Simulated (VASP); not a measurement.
Here is a VASP 6.6.1 calculation.

INCAR

```
SYSTEM = KF
  PREC = Accurate
  ENCUT = 520
  EDIFF = 1E-6
  ISMEAR = -1
  SIGMA = 0.02
  LREAL = .FALSE.
  LASPH = .TRUE.
  NELM = 100
  ALGO = Normal
  ISIF = 2
  LWAVE = .FALSE.
  LCHARG = .FALSE.
  GGA = PS
  NBANDS = 15
```

Contents of KPOINTS:

```
Automatic mesh
0
G
  8 8 8
  0 0 0
```

File POSCAR:

```
KF
1.0
    0.0000000000      2.6535256432      2.6535256432
    2.6535256432      0.0000000000      2.6535256432
    2.6535256432      2.6535256432      0.0000000000
K F
1 1
Direct
    0.0000000000      0.0000000000      0.0000000000
    0.5000000000      0.5000000000      0.5000000000
```

Potentials or basis: VASP PAW PBE potentials, release 64 (K_sv, F).

Command:

```console
$ cat potpaw_PBE.64/K_sv/POTCAR potpaw_PBE.64/F/POTCAR > POTCAR
$ mpirun -np 1 vasp_std > vasp.out
```

(1) What does it give for the band gap on the k mesh?

(2) Predict the pressure.

Results:

(1) 6.13 eV, direct.

(2) 0.0 GPa.

Caveat: the PAW data sets were made with another functional, which shifts forces and pressure a little.
